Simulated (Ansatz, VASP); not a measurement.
# Two plane-wave programs on Pb

```
Pb
1.0
     0.00000    2.51948    2.51948
     2.51948    0.00000    2.51948
     2.51948    2.51948    0.00000
Pb
1
Cartesian
  0.0000 0.0000 0.0000
```

Alike in both runs: functional PBE; k mesh 15 × 15 × 15; occupations fermi-dirac, width 0.08 eV; no spin polarisation.

Ansatz relaxed the structure, and its values are those at the end. VASP's run is a single point on that final structure, the one shown.

```csv
,VASP,Ansatz
version,VASP 6.6.1,Ansatz 0.2.0
potentials or method,"VASP PAW PBE potentials, release 64 (Pb_d)","PAW with Ansatz's default frozen-core files, scalar-relativistic"
plane-wave cutoff (eV),520,420
valence electrons in the cell,14,14
```

Ansatz gave:

| Property | Result |
| --- | --- |
| pressure (GPa) | 0.0 |

Problem. Which values does VASP return?

Solution. Pressure (GPa): -0.1.

Neither program's run includes spin-orbit coupling.
